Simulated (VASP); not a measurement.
# Ba2C (fluorite type) (Fm-3m) in VASP: notebook

Runs on Ba2C (fluorite type). Level: PBE. Tasks: single point, relaxation of cell and atoms.

Program: VASP 6.6.1. These are calculated values, not measurements. Logs are shortened: lines on timing, memory, paths and dates and some standing lists are left out, and cuts for length are marked.

## 1. The cell of the first run

It takes space group Fm-3m (No. 225, cubic). Conventional cell: a = 7.039 Å, b = 7.039 Å, c = 7.039 Å, α = 90.00°, β = 90.00°, γ = 90.00°. C (site symmetry m-3m) has 8 Ba at 3.05 Å within 4.0 Å. Ba (site symmetry -43m) has 4 C at 3.05 Å and 6 Ba at 3.52 Å within 4.0 Å.

## 2. Single point, PBE

Input file INCAR:

```
ALGO     = Normal         # electronic algorithm
EDIFF    = 1E-6           # SCF threshold, eV
ENCUT    = 520            # plane-wave cutoff, eV
GGA      = PE             # functional
ISIF     = 2              # what is computed and relaxed
ISMEAR   = -1             # smearing method
LASPH    = T              # aspherical terms in the spheres
LCHARG   = T              # write CHGCAR
LELF     = T              # ELF
LREAL    = F              # projectors in reciprocal space
LVHAR    = T            
LWAVE    = F              # write WAVECAR
NBANDS   = 19             # bands
NELM     = 100            # most SCF steps
PREC     = Accurate       # precision mode
SIGMA    = 0.05           # smearing width, eV
```

Input file KPOINTS:

```
k-points
0
Gamma
  10 10 10
```

Input file POSCAR:

```
Ba2C
1.0
    0.0000000000      3.5195247499      3.5195247499
    3.5195247499      0.0000000000      3.5195247499
    3.5195247499      3.5195247499      0.0000000000
C Ba
1 2
Direct
    0.0000000000      0.0000000000      0.0000000000
    0.2500000000      0.2500000000      0.2500000000
    0.7500000000      0.7500000000      0.7500000000
```

Potentials or basis: VASP PAW PBE potentials, release 64 (C, Ba_sv).

Launch:

```console
$ cat potpaw_PBE.64/C/POTCAR potpaw_PBE.64/Ba_sv/POTCAR > POTCAR
$ mpirun -np 1 vasp_std > vasp.out
```

OUTCAR:

```text
EDIFF = 1E-6
   ENCUT = 520
   GGA = PE
   ISIF = 2
   ISMEAR = -1
   LASPH = T
   LREAL = F
   NELM = 100
   PREC = Accurate

 ion  position               nearest neighbor table
   1  0.000  0.000  0.000-   3 3.05   3 3.05   3 3.05   2 3.05   2 3.05   2 3.05   3 3.05   2 3.05

   2  0.250  0.250  0.250-   1 3.05   1 3.05   1 3.05   1 3.05   3 3.52   3 3.52   3 3.52   3 3.52
                             3 3.52   3 3.52
   3  0.750  0.750  0.750-   1 3.05   1 3.05   1 3.05   1 3.05   2 3.52   2 3.52   2 3.52   2 3.52
                             2 3.52   2 3.52

  LATTYP: Found a face centered cubic cell.
 ALAT       =     7.0390494998

  Lattice vectors:

 A1 = (   0.0000000000,   3.5195247499,   3.5195247499)
 A2 = (   3.5195247499,   0.0000000000,   3.5195247499)
 A3 = (   3.5195247499,   3.5195247499,   0.0000000000)

Analysis of symmetry for initial positions (statically):
=====================================================================
 Subroutine PRICEL returns:
 Original cell was already a primitive cell.

 Routine SETGRP: Setting up the symmetry group for a
 face centered cubic supercell.

 Subroutine GETGRP returns: Found 48 space group operations
 (whereof 48 operations were pure point group operations)
 out of a pool of 48 trial point group operations.

The static configuration has the point symmetry O_h .

Analysis of symmetry for dynamics (positions and initial velocities):
=====================================================================
 Subroutine PRICEL returns:
 Original cell was already a primitive cell.

 Routine SETGRP: Setting up the symmetry group for a
 face centered cubic supercell.

 Subroutine GETGRP returns: Found 48 space group operations
 (whereof 48 operations were pure point group operations)
 out of a pool of 48 trial point group operations.

The dynamic configuration has the point symmetry O_h .

 Subroutine INISYM returns: Found 48 space group operations
 (whereof 48 operations are pure point group operations),
 and found     1 'primitive' translations

----------------------------------------------------------------------------------------

                                     Primitive cell

  volume of cell :      87.1931

  direct lattice vectors                    reciprocal lattice vectors
     0.000000000  3.519524750  3.519524750    -0.142064635  0.142064635  0.142064635
     3.519524750  0.000000000  3.519524750     0.142064635 -0.142064635  0.142064635
     3.519524750  3.519524750  0.000000000     0.142064635  0.142064635 -0.142064635

  length of vectors
     4.977359634  4.977359634  4.977359634     0.246063166  0.246063166  0.246063166

  position of ions in fractional coordinates (direct lattice)
     0.000000000  0.000000000  0.000000000
     0.250000000  0.250000000  0.250000000
     0.750000000  0.750000000  0.750000000

  ion indices of the primitive-cell ions
   primitive index   ion index
                 1           1
                 2           2
                 3           3

----------------------------------------------------------------------------------------

 KPOINTS: k-points

Automatic generation of k-mesh.
 Grid dimensions read from file:
 generate k-points for:   10   10   10

 Generating k-lattice:

  Cartesian coordinates                     Fractional coordinates (reciprocal lattice)
    -0.014206464  0.014206464  0.014206464     0.100000000  0.000000000  0.000000000
     0.014206464 -0.014206464  0.014206464     0.000000000  0.100000000  0.000000000
     0.014206464  0.014206464 -0.014206464     0.000000000  0.000000000  0.100000000

  Length of vectors
     0.024606317  0.024606317  0.024606317

  Shift w.r.t. Gamma in fractional coordinates (k-lattice)
     0.000000000  0.000000000  0.000000000

 Subroutine IBZKPT returns following result:
 ===========================================

 Found     47 irreducible k-points:

 Following reciprocal coordinates:
            Coordinates               Weight
  0.000000  0.000000  0.000000      1.000000
  0.100000  0.000000  0.000000      8.000000
  0.200000  0.000000  0.000000      8.000000
  0.300000  0.000000  0.000000      8.000000
  0.400000  0.000000  0.000000      8.000000
  0.500000  0.000000  0.000000      4.000000
[... 16 lines left out ...]
  0.300000  0.300000  0.000000      6.000000
  0.400000  0.300000  0.000000     24.000000
 [... further k-points ...]
   k-points           NKPTS =     47   k-points in BZ     NKDIM =     47   number of bands    NBANDS=     19
   number of dos      NEDOS =    301   number of ions     NIONS =      3
   total plane-waves  NPLWV =  64000
   dimension x,y,z NGX =    40 NGY =   40 NGZ =   40
   dimension x,y,z NGXF=    80 NGYF=   80 NGZF=   80
   ions per type =               1   2
   NGX,Y,Z   is equivalent  to a cutoff of  13.36, 13.36, 13.36 a.u.
   NGXF,Y,Z  is equivalent  to a cutoff of  26.72, 26.72, 26.72 a.u.
 SYSTEM =  unknown system
   PREC   = accura    normal or accurate (medium, high low for compatibility)
   ISTART =      0    job   : 0-new  1-cont  2-samecut
   ICHARG =      2    charge: 1-file 2-atom 10-const
   ISPIN  =      1    spin polarized calculation?
   LNONCOLLINEAR =      F non collinear calculations
   LSORBIT =      F    spin-orbit coupling
   LASPH  =      T    aspherical Exc in radial PAW
   ENCUT  =  520.0 eV  38.22 Ry    6.18 a.u.   9.25  9.25  9.25*2*pi/ulx,y,z
   NELM   =    100;   NELMIN=  2; NELMDL= -5     # of ELM steps
   EDIFF  = 0.1E-05   stopping-criterion for ELM
   LREAL  =      F    real-space projection
   EDIFFG = 0.1E-04   stopping-criterion for IOM
   NSW    =      0    number of steps for IOM
   IBRION =     -1    ionic relax: 0-MD 1-quasi-New 2-CG
   NFREE  =      0    steps in history (QN), initial steepest desc. (CG)
   ISIF   =      2    stress and relaxation
   ISYM   =      2    0-nonsym 1-usesym 2-fastsym
   POTIM  = 0.5000    time-step for ionic-motion
   TEBEG  =    0.0;   TEEND  =   0.0 temperature during run
   PSTRESS=    0.0 pullay stress
   NELECT =      24.0000    total number of electrons
   NUPDOWN=      -1.0000    fix difference up-down
   EMIN   =  10.00;   EMAX   =-10.00  energy-range for DOS
   EFERMI =   0.00;   METHOD = LEGACY
   ISMEAR =    -1;   SIGMA  =   0.05  broadening in eV -4-tet -1-fermi 0-gaus
   EFERMI_NEDOS =   21; number of points for ismear=-14 and -15
   IALGO  =     38    algorithm
   IMIX   =      4    mixing-type and parameters
     AMIX     =   0.40;   BMIX     =  1.00
     AMIX_MAG =   1.60;   BMIX_MAG =  1.00
  volume/ion in A,a.u.               =      29.06       196.14
  Fermi-wavevector in a.u.,A,eV,Ry     =   1.064922  2.012411 15.429814  1.134059
  Thomas-Fermi vector in A             =   2.200457
   LORBIT       =      0    0 simple, 1 ext, 2 COOP (PROOUT), +10 PAW based schemes
   GGA     = PE    functional components
   LHFCALC =     F    Hartree Fock is set to
   AEXX    =    0.0000 exact exchange contribution
   IVDW    =     0    specifies the selected vdW correction
   LEPSILON=     F    determine dielectric tensor
   LRPA    =     F    only Hartree local field effects (RPA)
 non-spin polarized calculation
  energy-cutoff  :      520.00
  volume of cell :       87.19
 maximum number of plane-waves:      2397
 NGX is ok and might be reduce to    40
   NGX = 19   NGY = 19   NGZ = 19

 number of electron      24.0000000 magnetization

 Free energy of the ion-electron system (eV)
  ---------------------------------------------------
  ext. energy  EPLUGINS =         0.00000000
  ---------------------------------------------------
  free energy    TOTEN  =       -10.80068613 eV

  energy without entropy =      -10.79438350  energy(sigma->0) =      -10.79753482

 E-fermi :   3.3014     XC(G=0):  -9.2144

 val. band max:        3.2603074635   @ k =   0.5000   0.4000   0.0000
 cond. band min:       3.3374160985   @ k =  -0.3000   0.3000   0.0000
 fundamental gap:      0.0771086349
 Fermi energy:         3.3014313256

 k-point     1 :       0.0000    0.0000    0.0000
  band No.  band energies     occupation
      1     -25.0256      2.00000
      2     -24.4105      2.00000
      3     -10.5489      2.00000
      4     -10.5489      2.00000
      5     -10.5489      2.00000
      6      -9.3610      2.00000
[... 11 lines left out ...]
     18       7.7324      0.00000
     19      10.5325      0.00000

 k-point     2 :       0.1000    0.0000    0.0000
  band No.  band energies     occupation
      1     -25.0105      2.00000
      2     -24.4254      2.00000
      3     -10.5378      2.00000
      4     -10.5280      2.00000
      5     -10.5280      2.00000
      6      -9.4328      2.00000
[... 11 lines left out ...]
     18       7.6738      0.00000
     19      10.4279      0.00000

 k-point     3 :       0.2000    0.0000    0.0000
  band No.  band energies     occupation
      1     -24.9665      2.00000
      2     -24.4687      2.00000
      3     -10.5048      2.00000
      4     -10.4655      2.00000
      5     -10.4655      2.00000
      6      -9.6144      2.00000
[... 11 lines left out ...]
     18       7.4619      0.00000
     19      10.1900      0.00000

 k-point     4 :       0.3000    0.0000    0.0000
  band No.  band energies     occupation
      1     -24.8980      2.00000
      2     -24.5363      2.00000
      3     -10.4494      2.00000
      4     -10.3624      2.00000
      5     -10.3624      2.00000
      6      -9.8366      2.00000
[... 11 lines left out ...]
     18       7.0865      0.00000
     19       9.3922      0.00000

 k-point     5 :       0.4000    0.0000    0.0000
  band No.  band energies     occupation
      1     -24.8119      2.00000
      2     -24.6218      2.00000
      3     -10.3706      2.00000
      4     -10.2222      2.00000
      5     -10.2222      2.00000
      6     -10.0397      2.00000
[... 11 lines left out ...]
     18       7.4147      0.00000
     19       8.1735      0.00000
[... 334 lines left out ...]
      2     -24.6173      2.00000
      3     -10.8680      2.00000
      4     -10.3226      2.00000
      5     -10.1730      2.00000
      6      -9.9991      2.00000
[... 11 lines left out ...]
     18       7.7040      0.00000
     19       8.0069      0.00000

 k-point    22 :      -0.2000    0.2000    0.0000
  band No.  band energies     occupation
      1     -24.8820      2.00000
      2     -24.5501      2.00000
      3     -10.7878      2.00000
      4     -10.1875      2.00000
      5     -10.1227      2.00000
      6     -10.0979      2.00000
[... 11 lines left out ...]
     18       8.0248      0.00000
     19       8.3344      0.00000

 k-point    23 :       0.3000    0.3000    0.0000
  band No.  band energies     occupation
      1     -24.8868      2.00000
      2     -24.5401      2.00000
      3     -10.7508      2.00000
      4     -10.7508      2.00000
      5     -10.7068      2.00000
      6      -9.5787      2.00000
[... 11 lines left out ...]
     18       6.8033      0.00000
     19       7.9257      0.00000

 k-point    24 :       0.4000    0.3000    0.0000
  band No.  band energies     occupation
      1     -24.8465      2.00000
      2     -24.5772      2.00000
      3     -10.9304      2.00000
      4     -10.7692      2.00000
      5     -10.7616      2.00000
      6      -9.3570      2.00000
[... 11 lines left out ...]
     18       7.2244      0.00000
     19       8.5963      0.00000

 [... further k-points ...]
[... 5 lines left out ...]
  --------------------------------------------------------------------------------------
  -------------------------------------------------------------------------------------
  Total        0.6519642      0.6519642      0.6519642      0.0000000      0.0000000      0.0000000
  in kB       11.9798740     11.9798740     11.9798740      0.0000000      0.0000000      0.0000000
  external PRESSURE =      11.9798740 kB  Pullay stress =       0.0000000 kB

 VOLUME and BASIS-vectors are now :
 -----------------------------------------------------------------------------
  energy-cutoff  :      520.00
  volume of cell :       87.19
      direct lattice vectors                 reciprocal lattice vectors
     0.000000000  3.519524750  3.519524750    -0.142064635  0.142064635  0.142064635
     3.519524750  0.000000000  3.519524750     0.142064635 -0.142064635  0.142064635
     3.519524750  3.519524750  0.000000000     0.142064635  0.142064635 -0.142064635

 POSITION                                       TOTAL-FORCE (eV/Angst)
 -----------------------------------------------------------------------------------
      0.00000      0.00000      0.00000         0.000000     -0.000000      0.000000
      1.75976      1.75976      1.75976         0.000000      0.000000      0.000000
      5.27929      5.27929      5.27929        -0.000000     -0.000000     -0.000000
 -----------------------------------------------------------------------------------
    total drift:                                0.000000     -0.000000      0.000000

  FREE ENERGIE OF THE ION-ELECTRON SYSTEM (eV)
  ---------------------------------------------------
  free  energy   TOTEN  =       -10.8006861320 eV

  energy  without entropy=      -10.7943834997  energy(sigma->0) =      -10.79753482
```

Run time: 62 s. Hardware: 1 thread of Intel Xeon Platinum 8488C (Sapphire Rapids), shared host; peak memory 0.28 GiB.

Results:

```
Free energy            : -10.8007 eV
Pressure               : 1.2 GPa
Band gap on the k mesh : zero (band 12 reaches 3.35 eV, above the bottom of band 13 at 3.34 eV)
```

Caveat: spin-orbit coupling is left out, which moves the levels of the heavy elements.

[end of part 1 of 2]
